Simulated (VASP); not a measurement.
Write the native input for VASP 6.6.1 that does the following.

```
Task                   : relaxation of cell and atoms
Functional             : PBE
Potentials or basis    : VASP PAW PBE potentials, release 64 (Sn_d, Te)
Cutoff                 : 600 eV
k mesh                 : 6 × 6 × 2
Occupations            : gaussian, width 0.1 eV
Spin                   : no spin polarisation
Dipole correction      : no
Further INCAR settings : ALGO = Normal; EDIFF = 1e-06; IBRION = 2; EDIFFG = -0.04; NSW = 90; ISIF = 3
```

The structure of Sn3Te lies in POSCAR:

```
Sn3Te
1.0
    3.3387561865      0.0000000000      0.0000000000
    0.0000000000      3.3387561865      0.0000000000
    0.0000000000      0.0000000000     10.3094899108
Sn Te
3 1
Direct
    0.5000000000      0.5000000000      0.7318471131
    0.0000000000      0.0000000000      0.5000000000
    0.5000000000      0.5000000000      0.2681528869
    0.0000000000      0.0000000000      0.0000000000
```

The cell was built from a structure type or drawn by symmetry, and may not be a known phase.

These files were run (other wordings do the same):

INCAR

```
SYSTEM = Sn3Te
  ALGO = Normal
  EDIFF = 1E-6
  EDIFFG = -0.04
  ENCUT = 600
  GGA = PE
  IBRION = 2
  ISIF = 3
  ISMEAR = 0
  LASPH = .True.
  LCHARG = .False.
  LREAL = .False.
  LWAVE = .False.
  NELM = 100
  NSW = 90
  PREC = Accurate
  SIGMA = 0.1
```

KPOINTS

```
k-points
0
Gamma
  6 6 2
  0 0 0
```

Potentials or basis: VASP PAW PBE potentials, release 64 (Sn_d, Te).

Run with:

```bash
$ cat potpaw_PBE.64/Sn_d/POTCAR potpaw_PBE.64/Te/POTCAR > POTCAR
$ mpirun -np 1 vasp_std > vasp.out
```

It gave:

```json
{"Relaxed volume": "28.47 Å³/atom", "Relaxed cell": "a = 3.746 Å, b = 3.746 Å, c = 8.115 Å, α = 90.00°, β = 90.00°, γ = 90.00°", "Space group after relaxing (to 0.1 Å)": "P4/mmm (No. 123)", "Energy gained by relaxing": "110.5 meV/atom", "Ionic steps": "13", "Pressure after relaxing": "0.0 GPa", "Largest force after relaxing": "0.013 eV/Å", "Band gap on the k mesh": "zero (bands 24 and 25 overlap by 3.08 eV)"}
```

Caveat: a cell axis changed by over 15 % at a fixed basis, so the end point is rough; spin-orbit coupling is left out, which moves the levels of the heavy elements.

It took 16 min on 1 thread of Intel Xeon 8259CL (shared host), peak memory 0.3 GiB.
